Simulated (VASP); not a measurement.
**Al2Cu: single point with PBE**

Al2Cu:

```
Al Cu
1.0
    -2.98080    2.98080    2.44162
     2.98080   -2.98080    2.44162
     2.98080    2.98080   -2.44162
Al Cu
4 2
Direct
  0.15872 0.65872 0.81744
  0.65872 0.84128 0.50000
  0.84128 0.34128 0.18256
  0.34128 0.15872 0.50000
  0.75000 0.75000 0.00000
  0.25000 0.25000 0.00000
```

This cell differs from its parent crystal: strain -0.015 along x and y, +0.000 along z.

```
Program             : VASP 6.6.1
Task                : single point
Functional          : PBE
Potentials or basis : VASP PAW PBE potentials, release 64 (Al, Cu)
Cutoff              : 520 eV
k mesh              : 12 × 12 × 12
Occupations         : gaussian, width 0.15 eV
Spin                : no spin polarisation
```

* Pressure: 4.0 GPa
* Largest force: 0.006 eV/Å
* Band gap on the k mesh: zero (bands 17 and 18 overlap by 4.31 eV)

Forces on the atoms (eV/Å):
```
Al   0.004  0.004  0.000
Al  -0.004  0.004  0.000
Al  -0.004 -0.004  0.000
Al   0.004 -0.004  0.000
Cu   0.000  0.000  0.000
Cu   0.000  0.000  0.000
```

Stress tensor (GPa, compression positive):
```
4.76 0.00 0.00
0.00 4.76 0.00
0.00 0.00 2.49
```

Levels at points of the mesh, in eV from the Fermi level:
```csv
k point,band 13,band 14,band 15,band 16,band 17,band 18,band 19,band 20,band 21,band 22
"(0.00, 0.00, 0.00)",-2.89,-1.89,-1.49,-1.28,-1.28,-0.88,-0.27,0.04,1.43,1.43
"(0.50, 0.00, 0.00)",-3.12,-3.12,-2.63,-2.63,0.30,0.30,4.14,4.14,4.37,4.37
"(0.50, 0.50, 0.00)",-3.00,-2.93,-1.38,-1.31,-0.92,-0.76,0.93,1.43,4.72,4.81
"(0.50, 0.50, 0.50)",-3.38,-3.33,-3.33,-1.91,2.54,2.97,2.97,3.43,4.10,4.74
```

Run time: 13 min on 1 thread of Intel Xeon 8259CL, with other jobs on the host, peak memory 0.43 GiB.

Caveat: the cell differs from its parent crystal (strain -0.015 along x and y, +0.000 along z); the cell stands under pressure.
